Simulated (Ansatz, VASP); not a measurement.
# Au3C in VASP and in Ansatz

The input INCAR:

```
  PREC = Accurate
  ENCUT = 520
  EDIFF = 1E-6
  ISMEAR = 0
  SIGMA = 0.1
  LREAL = False
  LASPH = True
  NELM = 60
  ALGO = Normal
  ISIF = 2
  LWAVE = False
  LCHARG = False
  LDIPOL = True
  IDIPOL = 3
  DIPOL = 0.5 0.5 0.359
  GGA = PE
  NBANDS = 26
```

Contents of KPOINTS:

```
regular mesh
0
Gamma
  9 9 1
```

File POSCAR:

```
Au3C
1.0
    2.9402049748      0.0000000000      0.0000000000
   -1.4701024874      2.5462922005      0.0000000000
    0.0000000000      0.0000000000     21.8974947720
Au C
3 1
Direct
    0.6666666667      0.3333333333      0.1826692981
    0.3333333333      0.6666666667      0.2945190844
    0.0000000000      0.0000000000      0.4063247812
    0.1111111111     -0.1111111111      0.5510901999
```

Input for Ansatz:

```yaml
crystal:
  lattice:
    - [2.9402049748, 0.0, 0.0]
    - [-1.4701024874, 2.5462922005, 0.0]
    - [0.0, 0.0, 21.897494772]
  atoms:
    - { symbol: Au, position: [0.6666666667, 0.3333333333, 0.1826692981] }
    - { symbol: Au, position: [0.3333333333, 0.6666666667, 0.2945190844] }
    - { symbol: Au, position: [0.0, 0.0, 0.4063247812] }
    - { symbol: C, position: [0.1111111111, -0.1111111111, 0.5510901999] }
basis:
  ecutwfc: 420
kpoints:
  mp_grid: { grid: [9, 9, 1] }
hamiltonian:
  xc: pbe
scf:
  occupations: { method: gaussian, width: 0.1 }
output:
  forces: true
  eigenvalues: true
efield:
  axis: 3
  dipole_correction: true
  ramp_width: 0.04
```

Alike in both runs: task single point; functional PBE; k mesh 9 × 9 × 1; occupations gaussian, width 0.1 eV; no spin polarisation.

|  | VASP | Ansatz |
| --- | --- | --- |
| version | VASP 6.6.1 | Ansatz 0.2.0 |
| potentials or method | VASP PAW PBE potentials, release 64 (Au, C), cutoff 520 eV | scalar-relativistic, plane waves, PAW |
| valence electrons in the cell | 37 | 61 |

```csv
,VASP,Ansatz,Ansatz less VASP
gap on the k mesh at the Fermi level (eV),none,none,-
rms of the force components (eV/Å),0.230,0.232,+0.0013
```

Atom by atom the forces differ by 0.003 eV/Å (rms over components). A gap of «none» marks a metal or a gap that the smearing closes. VASP's potentials hold 37 valence electrons a cell and Ansatz's 61, so a difference there can come from the potentials and not from the codes.

Neither program's run includes spin-orbit coupling.
